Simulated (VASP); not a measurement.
Set up this calculation in VASP 6.6.1, as the native input.

- Task: single point
- Functional: PBE
- Potentials or basis: VASP PAW PBE potentials, release 64 (Zn, Sb, O)
- Cutoff: 520 eV
- k mesh: 3 × 3 × 6
- Occupations: gaussian, width 0.1 eV
- Spin: no spin polarisation
- Dipole correction: no
- Further INCAR settings: ALGO = Normal; EDIFF = 1e-07; NBANDS = 32

The structure of Zn2SbO3 lies in POSCAR:

```
Zn2SbO3
1.0
    6.2440343575      0.0000000000      0.0000000000
   -3.1220171788      5.4074923757      0.0000000000
    0.0000000000      0.0000000000      3.3028325670
Zn Sb O
2 1 3
Direct
    0.3333333333      0.6666666667      0.0000000000
    0.6666666667      0.3333333333      0.0000000000
    0.0000000000      0.0000000000      0.0000000000
    0.5000000000      0.0000000000      0.0000000000
    0.0000000000      0.5000000000      0.0000000000
    0.5000000000      0.5000000000      0.0000000000
```

One way to write it, as run:

INCAR

```
PREC     = Accurate       # precision mode
ENCUT    = 520            # plane-wave cutoff, eV
EDIFF    = 1E-7           # SCF threshold, eV
ISMEAR   = 0              # smearing method
SIGMA    = 0.1            # smearing width, eV
LREAL    = False          # projectors in reciprocal space
LASPH    = True           # aspherical terms in the spheres
NELM     = 100            # most SCF steps
ALGO     = Normal         # electronic algorithm
ISIF     = 2              # what is computed and relaxed
LWAVE    = False          # write WAVECAR
LCHARG   = True           # write CHGCAR
GGA      = PE             # functional
LELF     = True           # ELF
LVHAR    = True         
NBANDS   = 32             # bands
```

KPOINTS

```
Automatic mesh
0
Gamma
  3 3 6
```

Potentials or basis: VASP PAW PBE potentials, release 64 (Zn, Sb, O).

Run with:

```console
$ cat potpaw_PBE.64/Zn/POTCAR potpaw_PBE.64/Sb/POTCAR potpaw_PBE.64/O/POTCAR > POTCAR
$ mpirun -np 1 vasp_std > vasp.out
```

It gave:

- Pressure: 0.6 GPa

Caveat: the k points lie up to 0.39 Å⁻¹ apart; an odd number of electrons without spin polarisation forces a metal; a magnetic or distorted state may lie lower.

It took 70 s on 1 thread of Intel(R) Xeon(R) Platinum 8259CL CPU @ 2.50GHz (Skylake/Cascade Lake), on a shared host, peak memory 0.25 GiB.
